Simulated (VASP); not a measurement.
Input of a VASP 6.6.1 run:

The input INCAR:

```
SYSTEM = H2ClF
PREC = Accurate
ENCUT = 910
EDIFF = 1E-6
ISMEAR = -1
SIGMA = 0.05
LREAL = Auto
LASPH = .True.
NELM = 120
ALGO = Normal
ISIF = 2
LWAVE = .False.
LCHARG = .True.
GGA = PE
LELF = .True.
LVHAR = .True.
NBANDS = 66
GGA_COMPAT = .False.
```

The input KPOINTS:

```
regular mesh
0
Gamma
  1 1 1
  0 0 0
```

POSCAR

```
H2ClF
1.0
    8.2474740000      0.0000000000      0.0000000000
    0.0000000000      8.2474740000      0.0000000000
    0.0000000000      0.0000000000      8.2474740000
Cl H F
6 12 6
Direct
   -0.0005698715      0.3860333479      0.6024026265
    0.7049673633      0.0441711001      0.8057254864
    0.2885125797      0.1577695183      0.2581517687
    0.7826275051      0.7114784478      0.0068869571
    0.2129621748      1.0183966630      0.6330544358
    0.5266824727      0.4045481077      0.9282114742
   -0.0082934484      0.2561632810      0.5183162748
    0.8488295932      0.1198063795      0.7767832915
    0.3129321778      0.3078882092      0.1800551296
    0.7638459970      0.8412878901     -0.1009157471
    0.2120770554      1.1593974106      0.5570796586
    0.4830812440      0.2565270288      0.9757411785
    0.1386000126      0.2035411085     -0.0126705462
    1.0178025417      1.0039801277      0.2654509732
    0.2387155146      0.5268400967      0.4813716297
    1.2511830895      1.0431921337      0.9574810421
    0.7369286645      0.3785643944      0.4325324336
    0.8490478418      0.6718541944      0.7022028805
    0.0439771014      0.2793825115     -0.0452259686
    0.9193724042      1.0454473697      0.2476758338
    0.2858450963      0.4588313949      0.4065972199
    1.1667329900      0.9728190716      0.9900728393
    0.6755159216      0.4486949580      0.3631778651
    0.7735095618      0.6978985323      0.6229664986
```

Potentials or basis: VASP PAW PBE potentials, release 64 (Cl, H_h, F_h).

Command:

```bash
$ cat potpaw_PBE.64/Cl/POTCAR potpaw_PBE.64/H_h/POTCAR potpaw_PBE.64/F_h/POTCAR > POTCAR
$ mpirun -np 1 vasp_gam > vasp.out
```

(1) What does it give for the largest force?

(2) Predict the pressure.

Results:

(1) 4.043 eV/Å.

(2) -0.2 GPa.

Caveat: the k points lie up to 0.76 Å⁻¹ apart; the cutoff is under 1.25 times the usual one of these potentials, so pressure, stress and relaxed cells hold a basis-set (Pulay) error; the atoms stand as in a frame of molecular dynamics.
